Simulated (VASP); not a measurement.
# AgCl (Cmcm) in VASP: further runs, part 2 of 3

VASP 6.6.1. The steps go on from the part before.

**3. Single point, PBEsol (20.19 Å³/atom)**

This run uses another cell than the first one, of 20.19 Å³/atom.

Contents of INCAR:

```
SYSTEM = AgCl
ALGO = Normal
EDIFF = 1E-6
ENCUT = 520
GGA = PS
ISIF = 2
ISMEAR = -1
LASPH = .TRUE.
LCHARG = .FALSE.
LREAL = .FALSE.
LWAVE = .FALSE.
NBANDS = 26
NELM = 80
PREC = Accurate
SIGMA = 0.03
```

Contents of KPOINTS:

```
k-points
0
G
  9 9 8
  0 0 0
```

Contents of POSCAR:

```
AgCl
1.0
    1.8646524332     -5.5380111664      0.0000000000
    1.8646524332      5.5380111664      0.0000000000
    0.0000000000      0.0000000000      3.9109133812
Ag Cl
2 2
Direct
    0.3965554000      0.6034446000      0.7500000000
    0.6034446000      0.3965554000      0.2500000000
    0.8654487300      0.1345512700      0.2500000000
    0.1345512700      0.8654487300      0.7500000000
```

Potentials or basis: VASP PAW PBE potentials, release 64 (Ag, Cl).

On the command line:

```sh
> cat potpaw_PBE.64/Ag/POTCAR potpaw_PBE.64/Cl/POTCAR > POTCAR
> mpirun -np 1 vasp_std > vasp.out
```

OUTCAR:

```text
SYSTEM = AgCl
   EDIFF = 1E-6
   ENCUT = 520
   GGA = PS
   ISIF = 2
   ISMEAR = -1
   LASPH = .TRUE.
   LREAL = .FALSE.
   NELM = 80
   PREC = Accurate

 ion  position               nearest neighbor table
   1  0.397  0.603  0.750-   3 2.72   3 2.72   3 2.72   3 2.72   4 2.90   2 3.01   2 3.01
   2  0.603  0.397  0.250-   4 2.72   4 2.72   4 2.72   4 2.72   3 2.90   1 3.01   1 3.01
   3  0.865  0.135  0.250-   1 2.72   1 2.72   1 2.72   1 2.72   2 2.90
   4  0.135  0.865  0.750-   2 2.72   2 2.72   2 2.72   2 2.72   1 2.90

  LATTYP: Found a base centered orthorhombic cell.
 ALAT       =     3.7293048664
 B/A-ratio  =     2.9699964818
 C/A-ratio  =     1.0486976853

  Lattice vectors:

 A1 = (   1.8646524332,  -5.5380111664,   0.0000000000)
 A2 = (   1.8646524332,   5.5380111664,   0.0000000000)
 A3 = (   0.0000000000,   0.0000000000,   3.9109133812)

Analysis of symmetry for initial positions (statically):
=====================================================================
 Subroutine PRICEL returns:
 Original cell was already a primitive cell.

 Routine SETGRP: Setting up the symmetry group for a
 base centered orthorhombic supercell.

 Subroutine GETGRP returns: Found  8 space group operations
 (whereof  4 operations were pure point group operations)
 out of a pool of  8 trial point group operations.

The static configuration has the point symmetry C_2h.
 The point group associated with its full space group is D_2h.

Analysis of symmetry for dynamics (positions and initial velocities):
=====================================================================
 Subroutine PRICEL returns:
 Original cell was already a primitive cell.

 Routine SETGRP: Setting up the symmetry group for a
 base centered orthorhombic supercell.

 Subroutine GETGRP returns: Found  8 space group operations
 (whereof  4 operations were pure point group operations)
 out of a pool of  8 trial point group operations.

The dynamic configuration has the point symmetry C_2h.
 The point group associated with its full space group is D_2h.

 Subroutine INISYM returns: Found  8 space group operations
 (whereof  4 operations are pure point group operations),
 and found     1 'primitive' translations

----------------------------------------------------------------------------------------

                                     Primitive cell

  volume of cell :      80.7718

  direct lattice vectors                    reciprocal lattice vectors
     1.864652433 -5.538011166  0.000000000     0.268146487 -0.090285120  0.000000000
     1.864652433  5.538011166  0.000000000     0.268146487  0.090285120  0.000000000
     0.000000000  0.000000000  3.910913381     0.000000000  0.000000000  0.255694745

  length of vectors
     5.843500353  5.843500353  3.910913381     0.282938052  0.282938052  0.255694745

  position of ions in fractional coordinates (direct lattice)
     0.396555400  0.603444600  0.750000000
     0.603444600  0.396555400  0.250000000
     0.865448730  0.134551270  0.250000000
     0.134551270  0.865448730  0.750000000

  ion indices of the primitive-cell ions
   primitive index   ion index
                 1           1
                 2           2
                 3           3
                 4           4

----------------------------------------------------------------------------------------

 KPOINTS: k-points

Automatic generation of k-mesh.
 Grid dimensions read from file:
 generate k-points for:    9    9    8

 Generating k-lattice:

  Cartesian coordinates                     Fractional coordinates (reciprocal lattice)
     0.029794054 -0.010031680  0.000000000     0.111111111  0.000000000  0.000000000
     0.029794054  0.010031680  0.000000000     0.000000000  0.111111111  0.000000000
     0.000000000  0.000000000  0.031961843     0.000000000  0.000000000  0.125000000

  Length of vectors
     0.031437561  0.031437561  0.031961843

  Shift w.r.t. Gamma in fractional coordinates (k-lattice)
     0.000000000  0.000000000  0.000000000

 Subroutine IBZKPT returns following result:
 ===========================================

 Found    125 irreducible k-points:

 Following reciprocal coordinates:
            Coordinates               Weight
  0.000000  0.000000  0.000000      1.000000
  0.111111 -0.000000  0.000000      4.000000
  0.222222 -0.000000  0.000000      4.000000
  0.333333  0.000000  0.000000      4.000000
  0.444444 -0.000000  0.000000      4.000000
  0.111111  0.111111  0.000000      2.000000
[... 16 lines left out ...]
 -0.333333  0.333333  0.000000      2.000000
  0.444444  0.444444  0.000000      2.000000
 [... further k-points ...]
   k-points           NKPTS =    125   k-points in BZ     NKDIM =    125   number of bands    NBANDS=     26
   number of dos      NEDOS =    301   number of ions     NIONS =      4
   total plane-waves  NPLWV =  69120
   dimension x,y,z NGX =    48 NGY =   48 NGZ =   30
   dimension x,y,z NGXF=    96 NGYF=   96 NGZF=   60
   ions per type =               2   2
   NGX,Y,Z   is equivalent  to a cutoff of  13.66, 13.66, 12.75 a.u.
   NGXF,Y,Z  is equivalent  to a cutoff of  27.31, 27.31, 25.50 a.u.
 SYSTEM =  AgCl
   PREC   = accura    normal or accurate (medium, high low for compatibility)
   ISTART =      0    job   : 0-new  1-cont  2-samecut
   ICHARG =      2    charge: 1-file 2-atom 10-const
   ISPIN  =      1    spin polarized calculation?
   LNONCOLLINEAR =      F non collinear calculations
   LSORBIT =      F    spin-orbit coupling
   LASPH  =      T    aspherical Exc in radial PAW
   ENCUT  =  520.0 eV  38.22 Ry    6.18 a.u.  10.87 10.87  7.27*2*pi/ulx,y,z
   NELM   =     80;   NELMIN=  2; NELMDL= -5     # of ELM steps
   EDIFF  = 0.1E-05   stopping-criterion for ELM
   LREAL  =      F    real-space projection
   EDIFFG = 0.1E-04   stopping-criterion for IOM
   NSW    =      0    number of steps for IOM
   IBRION =     -1    ionic relax: 0-MD 1-quasi-New 2-CG
   NFREE  =      0    steps in history (QN), initial steepest desc. (CG)
   ISIF   =      2    stress and relaxation
   ISYM   =      2    0-nonsym 1-usesym 2-fastsym
   POTIM  = 0.5000    time-step for ionic-motion
   TEBEG  =    0.0;   TEEND  =   0.0 temperature during run
   PSTRESS=    0.0 pullay stress
   NELECT =      36.0000    total number of electrons
   NUPDOWN=      -1.0000    fix difference up-down
   EMIN   =  10.00;   EMAX   =-10.00  energy-range for DOS
   EFERMI =   0.00;   METHOD = LEGACY
   ISMEAR =    -1;   SIGMA  =   0.03  broadening in eV -4-tet -1-fermi 0-gaus
   EFERMI_NEDOS =   21; number of points for ismear=-14 and -15
   IALGO  =     38    algorithm
   IMIX   =      4    mixing-type and parameters
     AMIX     =   0.40;   BMIX     =  1.00
     AMIX_MAG =   1.60;   BMIX_MAG =  1.00
  volume/ion in A,a.u.               =      20.19       136.27
  Fermi-wavevector in a.u.,A,eV,Ry     =   1.250515  2.363131 21.276636  1.563789
  Thomas-Fermi vector in A             =   2.384506
   LORBIT       =      0    0 simple, 1 ext, 2 COOP (PROOUT), +10 PAW based schemes
   GGA     = PS    functional components
   LHFCALC =     F    Hartree Fock is set to
   AEXX    =    0.0000 exact exchange contribution
   IVDW    =     0    specifies the selected vdW correction
   LEPSILON=     F    determine dielectric tensor
   LRPA    =     F    only Hartree local field effects (RPA)
 non-spin polarized calculation
  energy-cutoff  :      520.00
  volume of cell :       80.77
 maximum number of plane-waves:      2203
 NGX is ok and might be reduce to    48
   NGX = 21   NGY = 21   NGZ = 15

 number of electron      36.0000005 magnetization

 Free energy of the ion-electron system (eV)
  ---------------------------------------------------
  ext. energy  EPLUGINS =         0.00000000
  ---------------------------------------------------
  free energy    TOTEN  =       -12.02861019 eV

  energy without entropy =      -12.02859349  energy(sigma->0) =      -12.02860184

 E-fermi :   4.4718     XC(G=0): -10.5482

 val. band max:        4.2684018166   @ k =   0.2222   0.2222   0.0000
 cond. band min:       4.6018141302   @ k =   0.0000   0.0000   0.0000
 fundamental gap:      0.3334123136
 Fermi energy:         4.4717798047

 k-point     1 :       0.0000    0.0000    0.0000
  band No.  band energies     occupation
      1     -10.9530      2.00000
      2     -10.3148      2.00000
      3      -0.3863      2.00000
      4       0.7396      2.00000
      5       0.9549      2.00000
      6       1.0686      2.00000
[... 18 lines left out ...]
     25      14.3428      0.00000
     26      15.2071      0.00000
[... 644 lines left out ...]
      4      -0.0052      2.00000
      5       0.7370      2.00000
      6       0.7777      2.00000
[... 18 lines left out ...]
     25      14.5876      0.00000
     26      15.6085      0.00000

 [... further k-points ...]
[... 5 lines left out ...]
  --------------------------------------------------------------------------------------
  -------------------------------------------------------------------------------------
  Total       -1.3043128     -1.0199423     -1.4560094      0.0000000      0.0000000      0.0000000
  in kB      -25.8721444    -20.2314152    -28.8811752      0.0000000      0.0000000      0.0000000
  external PRESSURE =     -24.9949116 kB  Pullay stress =       0.0000000 kB

 VOLUME and BASIS-vectors are now :
 -----------------------------------------------------------------------------
  energy-cutoff  :      520.00
  volume of cell :       80.77
      direct lattice vectors                 reciprocal lattice vectors
     1.864652433 -5.538011166  0.000000000     0.268146487 -0.090285120  0.000000000
     1.864652433  5.538011166  0.000000000     0.268146487  0.090285120  0.000000000
     0.000000000  0.000000000  3.910913381     0.000000000  0.000000000  0.255694745

 POSITION                                       TOTAL-FORCE (eV/Angst)
 -----------------------------------------------------------------------------------
      1.86465      1.14575      2.93319         0.000000     -0.026686     -0.000000
      1.86465     -1.14575      0.97773         0.000000      0.026686      0.000000
      1.86465     -4.04772      0.97773         0.000000     -0.020780     -0.000000
      1.86465      4.04772      2.93319         0.000000      0.020780      0.000000
 -----------------------------------------------------------------------------------
    total drift:                                0.000000     -0.000000      0.000000

  FREE ENERGIE OF THE ION-ELECTRON SYSTEM (eV)
  ---------------------------------------------------
  free  energy   TOTEN  =       -12.0286101950 eV

  energy  without entropy=      -12.0285934907  energy(sigma->0) =      -12.02860184
```

OSZICAR:

```text
N       E                     dE             d eps       ncg     rms          rms(c)
DAV:   1     0.234828601688E+03    0.23483E+03   -0.17722E+04  6500   0.129E+03
DAV:   2     0.130929154291E+00   -0.23470E+03   -0.22365E+03  7298   0.284E+02
DAV:   3    -0.123689287433E+02   -0.12500E+02   -0.12401E+02  7666   0.668E+01
DAV:   4    -0.125002346622E+02   -0.13131E+00   -0.13120E+00  7400   0.749E+00
DAV:   5    -0.125019937711E+02   -0.17591E-02   -0.17590E-02  7602   0.885E-01    0.948E+00
DAV:   6    -0.120335757826E+02    0.46842E+00   -0.10893E+00  7068   0.115E+01    0.654E+00
DAV:   7    -0.120351679083E+02   -0.15921E-02   -0.29996E-01  6788   0.301E+00    0.283E+00
DAV:   8    -0.120291549087E+02    0.60130E-02   -0.17886E-02  6984   0.130E+00    0.627E-01
DAV:   9    -0.120285461572E+02    0.60875E-03   -0.38682E-03  7332   0.669E-01    0.920E-02
DAV:  10    -0.120285871609E+02   -0.41004E-04   -0.28801E-04  7162   0.107E-01    0.502E-02
DAV:  11    -0.120286126621E+02   -0.25501E-04   -0.28582E-05  6758   0.545E-02    0.156E-02
DAV:  12    -0.120286102079E+02    0.24542E-05   -0.75343E-06  6952   0.375E-02    0.263E-03
DAV:  13    -0.120286101950E+02    0.12950E-07   -0.12237E-06  3624   0.642E-03
   1 F= -.12028610E+02 E0= -.12028602E+02  d E =-.167043E-04
```

stdout:

```text
POSCAR found type information on POSCAR AgCl
 POSCAR found :  2 types and       4 ions
 scaLAPACK will be used
 -----------------------------------------------------------------------------
|                                                                             |
|                                                                             |
|     You enforced a specific xc type in the INCAR file but a different       |
|     I HOPE YOU KNOW WHAT YOU ARE DOING!                                     |
|                                                                             |
 -----------------------------------------------------------------------------

 LDA part: xc-table for (Slater+PW92), standard interpolation
 POSCAR, INCAR and KPOINTS ok, starting setup
 FFT: planning ... GRIDC
 FFT: planning ... GRID_SOFT
 FFT: planning ... GRID
 WAVECAR not read
 entering main loop
```

Wall time 6.7 min (1 thread of Intel Xeon 8259CL, shared host); peak memory 0.39 GiB.

Results:

```
Free energy            : -12.0286 eV
Pressure               : -2.5 GPa
Largest force          : 0.027 eV/Å
Band gap on the k mesh : 0.33 eV (least direct gap 1.84 eV)
```

Forces on the atoms (eV/Å):
```
Ag   0.000 -0.027  0.000
Ag   0.000  0.027  0.000
Cl   0.000 -0.021  0.000
Cl   0.000  0.021  0.000
```

Levels at points of the mesh, in eV from the valence-band top:
```
           k point  band 14  band 15  band 16  band 17  band 18  band 19  band 20  band 21  band 22  band 23
(0.00, 0.00, 0.00)    -2.31    -2.25    -1.81    -1.68    -1.50     0.33     3.00     7.61     8.25     9.91
(0.00, 0.00, 0.50)    -2.35    -1.31    -1.31    -0.09    -0.09     4.29     4.29     6.64     6.64     8.11
```

Caveat: semilocal functionals underestimate gaps, and a narrow one can read as zero; the PAW data sets were made with another functional, which shifts forces and pressure a little.

**4. Single point, PBEsol (20.80 Å³/atom)**

This run uses another cell than the first one, of 20.80 Å³/atom.

Contents of INCAR:

```
ALGO = Normal
EDIFF = 1E-6
ENCUT = 520
GGA = PS
ISIF = 2
ISMEAR = -1
LASPH = True
LCHARG = True
LELF = True
LREAL = False
LVHAR = True
LWAVE = False
NBANDS = 26
NELM = 100
PREC = Accurate
SIGMA = 0.03
```

Contents of KPOINTS:

```
k-points
0
Gamma
  9 9 8
```

Contents of POSCAR:

```
AgCl
1.0
    1.8833001946     -5.5933949522      0.0000000000
    1.8833001946      5.5933949522      0.0000000000
    0.0000000000      0.0000000000      3.9500251097
Ag Cl
2 2
Direct
    0.3965554000      0.6034446000      0.7500000000
    0.6034446000      0.3965554000      0.2500000000
    0.8654487300      0.1345512700      0.2500000000
    0.1345512700      0.8654487300      0.7500000000
```

On the command line:

```sh
> cat potpaw_PBE.64/Ag/POTCAR potpaw_PBE.64/Cl/POTCAR > POTCAR
> mpirun -np 1 vasp_std > vasp.out
```

Wall time 7.2 min (1 thread of Intel Xeon 8259CL, shared host); peak memory 0.4 GiB.

It converged, with:

```
Free energy            : -11.9808 eV
Pressure               : -3.9 GPa
Largest force          : 0.044 eV/Å
Band gap on the k mesh : 0.34 eV (least direct gap 1.78 eV)
```

Forces in eV/Å, atoms in the order of the input:
```
Ag   0.000 -0.010  0.000
Ag   0.000  0.010  0.000
Cl   0.000 -0.044  0.000
Cl   0.000  0.044  0.000
```

Stress tensor (GPa, compression positive):
```
-4.10  0.00  0.00
 0.00 -3.03  0.00
 0.00  0.00 -4.42
```

Levels at points of the mesh, in eV from the valence-band top:
| k point | band 15 | band 16 | band 17 | band 18 | band 19 | band 20 | band 21 | band 22 |
| --- | --- | --- | --- | --- | --- | --- | --- | --- |
| (0.00, 0.00, 0.00) | -2.15 | -1.71 | -1.61 | -1.44 | 0.34 | 3.03 | 7.53 | 8.29 |
| (0.00, 0.00, 0.50) | -1.26 | -1.26 | -0.09 | -0.09 | 4.23 | 4.23 | 6.66 | 6.66 |

Caveat: the cell stands under tension; semilocal functionals underestimate gaps, and a narrow one can read as zero; the PAW data sets were made with another functional, which shifts forces and pressure a little.

(Continued in part 3 of 3.)
